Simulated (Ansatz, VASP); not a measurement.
## Sn: VASP beside Ansatz

```xyz
4
Lattice="4.7065 0.0000 0.0000 -2.3532 4.0759 0.0000 0.0000 0.0000 11.8541" Properties=species:S:1:pos:R:3 pbc="T T T"
Sn    0.0000    1.3586    3.5000
Sn    0.0000    4.0759    4.4323
Sn    0.0000    4.0759    7.4218
Sn    2.3532    2.7173    8.3541
```

Alike in both runs: task single point; functional PBE; k mesh 6 × 6 × 1; occupations fermi-dirac, width 0.02 eV; no spin polarisation.

|  | VASP | Ansatz |
| --- | --- | --- |
| version | VASP 6.6.1 | Ansatz 0.2.0 |
| potentials or method | VASP PAW PBE potentials, release 64 (Sn_d) | PAW with Ansatz's default frozen-core files, scalar-relativistic |
| plane-wave cutoff (eV) | 520 | 420 |
| valence electrons in the cell | 56 | 56 |

```tsv
	VASP	Ansatz	Ansatz less VASP
rms of the force components (eV/Å)	0.004	0.004	+0.0008
```

Atom by atom the forces differ by 0.002 eV/Å (rms over components). The functional is the same, so the differences come from potentials, cutoffs and numerics. Ansatz's warnings: vacuum density over bound.
